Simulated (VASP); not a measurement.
# NiO (Fm-3m) in VASP: further runs

Runs on NiO. Level: PBE+U. Tasks: single point.

Program: VASP 6.6.1. These are calculated values, not measurements. Logs are shortened: lines on timing, memory, paths and dates and some standing lists are left out, and cuts for length are marked.

### Step 1. The cell of the first run

The structure is cubic, space group Fm-3m (No. 225). The conventional cell has a = 4.268 Å, b = 4.268 Å, c = 4.268 Å, α = 90.00°, β = 90.00°, γ = 90.00°. Ni (site symmetry m-3m) has 6 O at 2.13 Å within 2.8 Å. Within 2.8 Å of O (site symmetry m-3m) lie 6 Ni at 2.13 Å.

### Step 2. Single point, PBE+U, collinear spin, antiferromagnetic start

Input file INCAR:

```
SYSTEM = NiO
PREC = Accurate
ENCUT = 700
EDIFF = 1E-6
ISMEAR = 0
SIGMA = 0.05
LREAL = .FALSE.
LASPH = .TRUE.
NELM = 200
ALGO = Normal
ISIF = 2
LWAVE = .FALSE.
LCHARG = .FALSE.
ISPIN = 2
MAGMOM = 2 -2 0 0
LORBIT = 11
LMAXMIX = 4
LDAU = .TRUE.
LDAUTYPE = 2
LDAUL = 2 -1
LDAUU = 6.2 0
LDAUJ = 0 0
LDAUPRINT = 1
GGA = PE
NBANDS = 36
GGA_COMPAT = .FALSE.
```

Input file KPOINTS:

```
Automatic mesh
0
G
  5 5 5
  0 0 0
```

Input file POSCAR:

```
NiO
1.0
   -2.1337897282     -2.1337897282      4.2675794564
   -4.2675794564     -2.1337897282      2.1337897282
   -2.1337897282     -4.2675794564      2.1337897282
Ni O
2 2
Direct
    0.0000000000      0.0000000000      0.0000000000
    0.5000000000      0.5000000000      0.5000000000
    1.2500000000     -0.7500000000     -0.7500000000
    1.7500000000     -0.2500000000     -0.2500000000
```

Potentials or basis: VASP PAW PBE potentials, release 64 (Ni_sv_GW, O).

Run with:

```console
$ cat potpaw_PBE.64/Ni_sv_GW/POTCAR potpaw_PBE.64/O/POTCAR > POTCAR
$ mpirun -np 1 vasp_std > vasp.out
```

OUTCAR:

```text
SYSTEM = NiO
   PREC = Accurate
   ENCUT = 700
   EDIFF = 1E-6
   ISMEAR = 0
   LREAL = .FALSE.
   LASPH = .TRUE.
   NELM = 200
   ISIF = 2
   ISPIN = 2
   LORBIT = 11
   GGA = PE

 ion  position               nearest neighbor table
   1  0.000  0.000  0.000-   4 2.13   4 2.13   4 2.13   3 2.13   3 2.13   3 2.13
   2  0.500  0.500  0.500-   3 2.13   3 2.13   3 2.13   4 2.13   4 2.13   4 2.13
   3  0.250  0.250  0.250-   1 2.13   1 2.13   1 2.13   2 2.13   2 2.13   2 2.13
   4  0.750  0.750  0.750-   2 2.13   2 2.13   2 2.13   1 2.13   1 2.13   1 2.13

  LATTYP: Found a trigonal (rhomboedric) cell.
 ALAT       =     5.2266960525
 COS(alpha) =     0.8333333333

  Lattice vectors:

 A1 = (  -2.1337897282,  -2.1337897282,   4.2675794564)
 A2 = (  -4.2675794564,  -2.1337897282,   2.1337897282)
 A3 = (  -2.1337897282,  -4.2675794564,   2.1337897282)

Analysis of symmetry for initial positions (statically):
=====================================================================
 Subroutine PRICEL returns following result:

  LATTYP: Found a face centered cubic cell.
 ALAT       =     4.2675794564
[... 12 lines left out ...]
 Subroutine GETGRP returns: Found 12 space group operations
 (whereof 12 operations were pure point group operations)
 out of a pool of 12 trial point group operations.

The static configuration has the point symmetry D_3d.

Analysis of symmetry for dynamics (positions and initial velocities):
=====================================================================
 Subroutine PRICEL returns following result:

  LATTYP: Found a face centered cubic cell.
 ALAT       =     4.2675794564
[... 12 lines left out ...]
 Subroutine GETGRP returns: Found 12 space group operations
 (whereof 12 operations were pure point group operations)
 out of a pool of 12 trial point group operations.

The dynamic configuration has the point symmetry D_3d.

Analysis of structural, dynamic, and magnetic symmetry:
=====================================================================
 Subroutine PRICEL returns following result:

  LATTYP: Found a face centered cubic cell.
 ALAT       =     4.2675794564
[... 12 lines left out ...]
 Subroutine GETGRP returns: Found 12 space group operations
 (whereof 12 operations were pure point group operations)
 out of a pool of 12 trial point group operations.

The overall configuration has the point symmetry D_3d.

 Subroutine INISYM returns: Found 12 space group operations
 (whereof 12 operations are pure point group operations),
 and found     2 'primitive' translations

----------------------------------------------------------------------------------------

                                     Primitive cell

  volume of cell :      19.4305

  direct lattice vectors                    reciprocal lattice vectors
     2.133789728 -2.133789728  0.000000000     0.234324870 -0.234324870  0.234324870
[... 148 lines left out ...]
  o =  0.1004  v =  0.0000  0.0000  0.0000  0.0000  0.0000 -0.0000 -0.0001 -0.0124  0.0001  0.9999      0.0000  0.0000  0.0000  0.0000  0.0000  0.0000  0.0000  0.0000  0.0000  0.0000
  o =  0.9310  v =  0.0000  0.0000  0.0000  0.0000  0.0000  0.5118  0.8068 -0.0001 -0.2950  0.0001      0.0000  0.0000  0.0000  0.0000  0.0000  0.0000  0.0000  0.0000  0.0000  0.0000
  o =  0.9310  v =  0.0000  0.0000  0.0000  0.0000  0.0000 -0.6362  0.1252  0.0001 -0.7613  0.0001      0.0000  0.0000  0.0000  0.0000  0.0000  0.0000  0.0000  0.0000  0.0000  0.0000
  o =  0.9310  v =  0.0000  0.0000  0.0000  0.0000  0.0000  0.5774 -0.5774 -0.0000 -0.5774  0.0000      0.0000  0.0000  0.0000  0.0000  0.0000  0.0000  0.0000  0.0000  0.0000  0.0000
  o =  0.9387  v =  0.5774 -0.5774 -0.0000 -0.5774  0.0000  0.0000  0.0000  0.0000  0.0000  0.0000      0.0000  0.0000  0.0000  0.0000  0.0000  0.0000  0.0000  0.0000  0.0000  0.0000
  o =  0.9388  v = -0.4826 -0.8117 -0.0011  0.3291  0.0015  0.0000  0.0000  0.0000  0.0000  0.0000      0.0000  0.0000  0.0000  0.0000  0.0000  0.0000  0.0000  0.0000  0.0000  0.0000
  o =  0.9388  v =  0.6586 -0.0886  0.0015  0.7472  0.0011  0.0000  0.0000  0.0000  0.0000  0.0000      0.0000  0.0000  0.0000  0.0000  0.0000  0.0000  0.0000  0.0000  0.0000  0.0000
  o =  0.9638  v =  0.0000  0.0013 -0.0000 -0.0013  1.0000  0.0000  0.0000  0.0000  0.0000  0.0000      0.0000  0.0000  0.0000  0.0000  0.0000  0.0000  0.0000  0.0000  0.0000  0.0000
  o =  0.9638  v =  0.0016  0.0008 -1.0000  0.0008 -0.0000  0.0000  0.0000  0.0000  0.0000  0.0000      0.0000  0.0000  0.0000  0.0000  0.0000  0.0000  0.0000  0.0000  0.0000  0.0000

atom =   2  type =  1  l = 2

 onsite density matrix

spin component  1

  0.9310 -0.0000 -0.0001 -0.0000  0.0000
 -0.0000  0.9310 -0.0001  0.0000  0.0001
 -0.0001 -0.0001  0.1004 -0.0001 -0.0000
 -0.0000  0.0000 -0.0001  0.9310 -0.0001
  0.0000  0.0001 -0.0000 -0.0001  0.1004

spin component  2

  0.9388  0.0000 -0.0000  0.0000 -0.0000
  0.0000  0.9388 -0.0000 -0.0000  0.0000
 -0.0000 -0.0000  0.9638 -0.0000 -0.0000
  0.0000 -0.0000 -0.0000  0.9388 -0.0000
 -0.0000  0.0000 -0.0000 -0.0000  0.9638

 occupancies and eigenvectors

  o =  0.1004  v = -0.0002 -0.0001 -0.9929 -0.0001 -0.1192  0.0000  0.0000  0.0000  0.0000  0.0000      0.0000  0.0000  0.0000  0.0000  0.0000  0.0000  0.0000  0.0000  0.0000  0.0000
  o =  0.1004  v = -0.0000 -0.0001 -0.1192  0.0001  0.9929  0.0000  0.0000  0.0000  0.0000  0.0000      0.0000  0.0000  0.0000  0.0000  0.0000  0.0000  0.0000  0.0000  0.0000  0.0000
  o =  0.9310  v =  0.6150  0.7726 -0.0001 -0.1576  0.0001  0.0000  0.0000  0.0000  0.0000  0.0000      0.0000  0.0000  0.0000  0.0000  0.0000  0.0000  0.0000  0.0000  0.0000  0.0000
  o =  0.9310  v =  0.5371 -0.2641 -0.0001  0.8011 -0.0001  0.0000  0.0000  0.0000  0.0000  0.0000      0.0000  0.0000  0.0000  0.0000  0.0000  0.0000  0.0000  0.0000  0.0000  0.0000
  o =  0.9310  v =  0.5774 -0.5774 -0.0000 -0.5774  0.0000  0.0000  0.0000  0.0000  0.0000  0.0000      0.0000  0.0000  0.0000  0.0000  0.0000  0.0000  0.0000  0.0000  0.0000  0.0000
  o =  0.9387  v =  0.0000  0.0000  0.0000  0.0000  0.0000  0.5774 -0.5774 -0.0000 -0.5774  0.0000      0.0000  0.0000  0.0000  0.0000  0.0000  0.0000  0.0000  0.0000  0.0000  0.0000
  o =  0.9388  v =  0.0000  0.0000  0.0000  0.0000  0.0000 -0.8105 -0.4905 -0.0019 -0.3201  0.0002      0.0000  0.0000  0.0000  0.0000  0.0000  0.0000  0.0000  0.0000  0.0000  0.0000
  o =  0.9388  v =  0.0000  0.0000  0.0000  0.0000  0.0000  0.0984 -0.6528  0.0002  0.7512  0.0019      0.0000  0.0000  0.0000  0.0000  0.0000  0.0000  0.0000  0.0000  0.0000  0.0000
  o =  0.9638  v =  0.0000  0.0000  0.0000  0.0000  0.0000  0.0016  0.0008 -1.0000  0.0008 -0.0000      0.0000  0.0000  0.0000  0.0000  0.0000  0.0000  0.0000  0.0000  0.0000  0.0000
  o =  0.9638  v =  0.0000  0.0000  0.0000  0.0000  0.0000  0.0000  0.0013 -0.0000 -0.0013  1.0000      0.0000  0.0000  0.0000  0.0000  0.0000  0.0000  0.0000  0.0000  0.0000  0.0000

 number of electron      47.9999989 magnetization      -0.0000000

 Free energy of the ion-electron system (eV)
  ---------------------------------------------------
  ext. energy  EPLUGINS =         0.00000000
  ---------------------------------------------------
  free energy    TOTEN  =       -20.65366722 eV

  energy without entropy =      -20.65366722  energy(sigma->0) =      -20.65366722

 E-fermi :   5.0272     XC(G=0): -12.6149

 val. band max:        4.8177194515   @ k =   0.4000   0.4000   0.4000
 cond. band min:       7.5866114338   @ k =   0.0000   0.0000   0.0000
 fundamental gap:      2.7688919823
 Fermi energy:         5.0272269007

 spin component 1

 k-point     1 :       0.0000    0.0000    0.0000
  band No.  band energies     occupation
      1     -98.4909      1.00000
      2     -96.2432      1.00000
      3     -58.8790      1.00000
      4     -58.8705      1.00000
      5     -58.8705      1.00000
      6     -56.6861      1.00000
[... 730 lines left out ...]
     35      22.9722      0.00000
     36      25.8902      0.00000
 Fermi energy:         5.0272269007

 spin component 2

 k-point     1 :       0.0000    0.0000    0.0000
  band No.  band energies     occupation
      1     -98.4909      1.00000
      2     -96.2432      1.00000
      3     -58.8790      1.00000
      4     -58.8705      1.00000
      5     -58.8705      1.00000
      6     -56.6861      1.00000
[... 730 lines left out ...]
     35      22.9722      0.00000
     36      25.8902      0.00000

------------------------ aborting loop because EDIFF is reached ----------------------------------------

  FORCE on cell =-STRESS in cart. coord.  units (eV):
  Direction    XX          YY          ZZ          XY          YZ          ZX
  --------------------------------------------------------------------------------------
  -------------------------------------------------------------------------------------
  Total       -1.0141395     -1.0141395     -1.0141395     -0.0244200      0.0244200      0.0244200
  in kB      -41.8112775    -41.8112775    -41.8112775     -1.0067948      1.0067948      1.0067948
  external PRESSURE =     -41.8112775 kB  Pullay stress =       0.0000000 kB

 VOLUME and BASIS-vectors are now :
 -----------------------------------------------------------------------------
  energy-cutoff  :      700.00
  volume of cell :       38.86
      direct lattice vectors                 reciprocal lattice vectors
    -2.133789728 -2.133789728  4.267579456     0.117162435  0.117162435  0.351487305
    -4.267579456 -2.133789728  2.133789728    -0.351487305  0.117162435 -0.117162435
    -2.133789728 -4.267579456  2.133789728     0.117162435 -0.351487305 -0.117162435

 POSITION                                       TOTAL-FORCE (eV/Angst)
 -----------------------------------------------------------------------------------
      0.00000      0.00000      0.00000        -0.000000      0.000000      0.000000
     -4.26758     -4.26758      4.26758        -0.000000      0.000000     -0.000000
     -2.13379     -2.13379      2.13379        -0.000000     -0.000000     -0.000000
     -6.40137     -6.40137      6.40137         0.000000     -0.000000      0.000000
 -----------------------------------------------------------------------------------
    total drift:                                0.000000      0.000000      0.000000

  FREE ENERGIE OF THE ION-ELECTRON SYSTEM (eV)
  ---------------------------------------------------
  free  energy   TOTEN  =       -20.6536672202 eV

  energy  without entropy=      -20.6536672201  energy(sigma->0) =      -20.65366722

 total charge

# of ion       s       p       d       f       tot
--------------------------------------------------
    1        2.153   6.200   7.713   0.008  16.074
    2        2.153   6.200   7.713   0.008  16.074
    3        1.546   3.457   0.000   0.000   5.003
    4        1.546   3.457   0.000   0.000   5.003
--------------------------------------------------
tot          7.398  19.314  15.425   0.016  42.153

 magnetization (x)

# of ion       s       p       d       f       tot
--------------------------------------------------
    1        0.001  -0.001   1.747   0.001   1.749
    2       -0.001   0.001  -1.747  -0.001  -1.749
    3        0.000   0.000   0.000   0.000   0.000
    4        0.000   0.000   0.000   0.000   0.000
--------------------------------------------------
tot          0.000   0.000   0.000   0.000   0.000
```

It took 2.4 min on 1 thread of Intel Xeon 6975P-C (Granite Rapids), shared host; peak memory 0.45 GiB.

What came out:

- Free energy: -20.6537 eV
- Pressure: -4.2 GPa
- Band gap on the k mesh: 2.77 eV
- Net moment: 0.00 μB per cell
- Site moments: Ni +1.75, -1.75; O +0.00 μB
- Valence electrons inside the program's atomic spheres: Ni 16.07; O 5.00

Levels at points of the mesh, in eV from the valence-band top:
Spin up:
```tsv
k point	band 20	band 21	band 22	band 23	band 24	band 25	band 26	band 27	band 28	band 29
(0.00, 0.00, 0.00)	-0.78	-0.78	-0.77	-0.62	-0.62	2.77	4.68	4.68	6.89	11.10
```
Spin down:
```tsv
k point	band 20	band 21	band 22	band 23	band 24	band 25	band 26	band 27	band 28	band 29
(0.00, 0.00, 0.00)	-0.78	-0.78	-0.77	-0.62	-0.62	2.77	4.68	4.68	6.89	11.10
```

Eigenvalues of the final occupation matrices:
```tsv
site	spin	trace	eigenvalues
site 1 d	1	4.74	0.94 0.94 0.94 0.96 0.96
site 1 d	2	2.99	0.10 0.10 0.93 0.93 0.93
site 2 d	1	2.99	0.10 0.10 0.93 0.93 0.93
site 2 d	2	4.74	0.94 0.94 0.94 0.96 0.96
```

Caveat: the k points lie up to 0.49 Å⁻¹ apart; an odd mesh through Γ misses points on the zone boundary, where band edges can lie.

### Step 3. Single point, PBE+U, collinear spin, ferromagnetic start (9.72 Å³/atom)

Input file INCAR:

```
SYSTEM = NiO
  PREC = Accurate
  ENCUT = 700
  EDIFF = 1E-6
  ISMEAR = 0
  SIGMA = 0.05
  LREAL = .False.
  LASPH = .True.
  NELM = 200
  ALGO = Normal
  ISIF = 2
  LWAVE = .False.
  LCHARG = .True.
  ISPIN = 2
  MAGMOM = 1.91 0.21
  LORBIT = 11
  LMAXMIX = 4
  LDAU = .True.
  LDAUTYPE = 2
  LDAUL = 2 -1
  LDAUU = 6.2 0
  LDAUJ = 0 0
  LDAUPRINT = 1
  GGA = PE
  LELF = .True.
  LVHAR = .True.
  NBANDS = 23
  GGA_COMPAT = .False.
```

Input file KPOINTS:

```
Automatic mesh
0
Gamma
  10 10 10
  0 0 0
```

Input file POSCAR:

```
NiO
1.0
    0.0000000000      2.1337897282      2.1337897282
    2.1337897282      0.0000000000      2.1337897282
    2.1337897282      2.1337897282      0.0000000000
Ni O
1 1
Direct
    0.0000000000      0.0000000000      0.0000000000
    0.5000000000      0.5000000000      0.5000000000
```

Potentials or basis: VASP PAW PBE potentials, release 64 (Ni_sv_GW, O).

Run with:

```console
$ cat potpaw_PBE.64/Ni_sv_GW/POTCAR potpaw_PBE.64/O/POTCAR > POTCAR
$ mpirun -np 1 vasp_std > vasp.out
```

It took 66 s on 1 thread of AMD EPYC 9R45 (Zen 5), shared host; peak memory 0.19 GiB.

The run converged. Its results:

```
Free energy                                           : -10.2588 eV
Pressure                                              : -2.2 GPa
Band gap on the k mesh                                : 2.00 eV (least direct gap 3.17 eV)
Net moment                                            : 2.00 μB per cell
Site moments                                          : Ni +1.80; O +0.16 μB
Valence electrons inside the program's atomic spheres : Ni 16.07; O 5.01
```

Levels at points of the mesh, in eV from the valence-band top:
Spin up:
| k point | band 11 | band 12 | band 13 | band 14 | band 15 | band 16 |
| --- | --- | --- | --- | --- | --- | --- |
| (0.00, 0.00, 0.00) | -1.48 | -1.48 | -1.48 | 2.00 | 18.27 | 18.49 |
| (0.50, 0.00, 0.00) | -2.92 | 0.00 | 0.00 | 6.20 | 10.29 | 14.23 |
| (0.50, 0.50, 0.00) | -3.78 | -2.77 | -2.77 | 6.30 | 11.16 | 11.96 |
Spin down:
```
           k point  band 7  band 8  band 9  band 10  band 11  band 12  band 13  band 14  band 15  band 16
(0.00, 0.00, 0.00)   -3.46   -3.46   -1.17    -1.17    -1.17     2.35     2.85     2.85    18.22    18.71
(0.50, 0.00, 0.00)   -3.64   -3.64   -1.98    -1.87    -1.87     5.02     5.02     6.38    10.75    14.59
(0.50, 0.50, 0.00)   -4.11   -2.65   -2.65    -2.48    -2.48     3.31     3.66     6.92    11.43    12.21
```

Eigenvalues of the final occupation matrices:
```tsv
site	spin	trace	eigenvalues
site 1 d	1	4.75	0.94 0.94 0.94 0.97 0.97
site 1 d	2	2.97	0.09 0.09 0.93 0.93 0.93
```

Caveat: a cell with one magnetic atom can't hold antiferromagnetic order, which such compounds often take.

(Part 1 of 2 ends here.)
